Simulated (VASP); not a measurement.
Write the native input for VASP 6.6.1 that does the following.

| Item | Value |
| --- | --- |
| Task | single point |
| Functional | HSE06 |
| Potentials or basis | VASP PAW PBE potentials, release 64 (Te, Pb_d) |
| Cutoff | 520 eV |
| k mesh | 2 × 2 × 2 |
| Occupations | gaussian, width 0.01 eV |
| Spin | no spin polarisation |
| Dipole correction | no |
| Grid for exact exchange (PRECFOCK) | Normal |
| Further INCAR settings | ALGO = Normal; EDIFF = 1e-07; NBANDS = 17 |
| Screening parameter | 0.2079 1/Å |

The system is TePb.

```xyz
2
Lattice="0.0000 3.2679 3.2679 3.2679 0.0000 3.2679 3.2679 3.2679 0.0000" Properties=species:S:1:pos:R:3 pbc="T T T"
Te    3.2679    3.2679    3.2679
Pb    0.0000    0.0000    0.0000
```

One way to write it, as run:

POSCAR

```
TePb
1.0
    0.0000000000      3.2678555508      3.2678555508
    3.2678555508      0.0000000000      3.2678555508
    3.2678555508      3.2678555508      0.0000000000
Te Pb
1 1
Direct
    0.5000000000      0.5000000000      0.5000000000
    0.0000000000      0.0000000000      0.0000000000
```

INCAR.step1

```
ALGO     = Normal         # electronic algorithm
EDIFF    = 1E-5           # SCF threshold, eV
ENCUT    = 520            # plane-wave cutoff, eV
GGA      = PE             # functional
ISIF     = 2              # what is computed and relaxed
ISMEAR   = 0              # smearing method
LASPH    = True           # aspherical terms in the spheres
LCHARG   = False          # write CHGCAR
LREAL    = False          # projectors in reciprocal space
LWAVE    = True           # write WAVECAR
NBANDS   = 17             # bands
NELM     = 100            # most SCF steps
PREC     = Accurate       # precision mode
SIGMA    = 0.01           # smearing width, eV
```

INCAR.step2

```
ALGO     = Normal         # electronic algorithm
EDIFF    = 1E-7           # SCF threshold, eV
ENCUT    = 520            # plane-wave cutoff, eV
GGA      = PE             # functional
HFSCREEN = 0.2079         # screening, 1/A
ISIF     = 2              # what is computed and relaxed
ISMEAR   = 0              # smearing method
ISTART   = 1            
LASPH    = True           # aspherical terms in the spheres
LCHARG   = False          # write CHGCAR
LHFCALC  = True           # exact exchange
LREAL    = False          # projectors in reciprocal space
LWAVE    = False          # write WAVECAR
NBANDS   = 17             # bands
NELM     = 100            # most SCF steps
PREC     = Accurate       # precision mode
PRECFOCK = Normal       
SIGMA    = 0.01           # smearing width, eV
```

KPOINTS

```
k-points
0
Gamma
  2 2 2
```

Potentials or basis: VASP PAW PBE potentials, release 64 (Te, Pb_d).

Command:

```console
$ cat potpaw_PBE.64/Te/POTCAR potpaw_PBE.64/Pb_d/POTCAR > POTCAR
$ cp INCAR.step1 INCAR
$ mpirun -np 1 vasp_std > vasp.out
$ cp INCAR.step2 INCAR
$ mpirun -np 1 vasp_std > vasp.out
```

Results of the run:

The pressure is 5.7 GPa. The band gap on the k mesh is 1.30 eV, direct.

Caveat: the k points lie up to 0.83 Å⁻¹ apart; the PAW data sets were made with another functional, which shifts forces and pressure a little; spin-orbit coupling is left out, which moves the levels of the heavy elements.

Run time: 2.9 min on 1 thread of Intel Xeon 8259CL, with other jobs on the host, peak memory 0.31 GiB.
